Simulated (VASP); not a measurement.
Set up this calculation in VASP 6.6.1, as the native input.

```
Task                   : single point
Functional             : PBEsol
Potentials or basis    : VASP PAW PBE potentials, release 64 (Na_pv, Cl)
Cutoff                 : 520 eV
k mesh                 : 8 × 8 × 8
Occupations            : gaussian, width 0.05 eV
Spin                   : no spin polarisation
Dipole correction      : no
Further INCAR settings : ALGO = Normal; EDIFF = 1e-06; NBANDS = 14
```

The structure of NaCl lies in POSCAR:

```
NaCl
1.0
    0.0000000000      3.0582900000      2.8317500000
    3.0582900000      0.0000000000      2.8317500000
    3.0582900000      3.0582900000      0.0000000000
Na Cl
1 1
Direct
    0.0000000000      0.0000000000      0.0000000000
    0.5000000000      0.5000000000      0.5000000000
```

This cell differs from its parent crystal: strain +0.080 along x and y, +0.000 along z.

One way to write it, as run:

INCAR

```
SYSTEM = NaCl
  PREC = Accurate
  ENCUT = 520
  EDIFF = 1E-6
  ISMEAR = 0
  SIGMA = 0.05
  LREAL = .FALSE.
  LASPH = .TRUE.
  NELM = 100
  ALGO = Normal
  ISIF = 2
  LWAVE = .FALSE.
  LCHARG = .FALSE.
  GGA = PS
  NBANDS = 14
```

KPOINTS

```
regular mesh
0
G
  8 8 8
  0 0 0
```

Potentials or basis: VASP PAW PBE potentials, release 64 (Na_pv, Cl).

Run with:

```sh
$ cat potpaw_PBE.64/Na_pv/POTCAR potpaw_PBE.64/Cl/POTCAR > POTCAR
$ mpirun -np 1 vasp_std > vasp.out
```

It gave:

| Property | Result |
| --- | --- |
| Pressure | -2.9 GPa |
| Band gap on the k mesh | 4.38 eV |

Caveat: the cell differs from its parent crystal (strain +0.080 along x and y, +0.000 along z); the PAW data sets were made with another functional, which shifts forces and pressure a little.

Run time: 23 s on 1 thread of AMD EPYC 9R45 96-Core Processor (Zen 5), on a shared host, peak memory 0.16 GiB.
